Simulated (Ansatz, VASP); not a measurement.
## Two plane-wave programs on Na

```
Na
1.0
     0.00000    2.66118    2.66118
     2.66118    0.00000    2.66118
     2.66118    2.66118    0.00000
Na
1
Direct
  0.00000 0.00000 0.00000
```

Alike in both runs: task single point; functional PBE; k mesh 14 × 14 × 14; occupations gaussian, width 0.05 eV; no spin polarisation.

|  | VASP | Ansatz |
| --- | --- | --- |
| version | VASP 6.6.1 | Ansatz 0.2.0 |
| potentials or method | VASP PAW PBE potentials, release 64 (Na_pv), cutoff 520 eV | scalar-relativistic, plane waves, PAW |
| valence electrons in the cell | 7 | 9 |

VASP gave:

```
gap on the k mesh at the Fermi level (eV) : none
pressure (GPa)                            : -0.2
```

What did Ansatz give for the same quantities?

gap on the k mesh at the Fermi level (eV): none; pressure (GPa): -0.1.

A gap of «none» marks a metal or a gap that the smearing closes. VASP's potentials hold 7 valence electrons a cell and Ansatz's 9, so a difference there can come from the potentials and not from the codes.
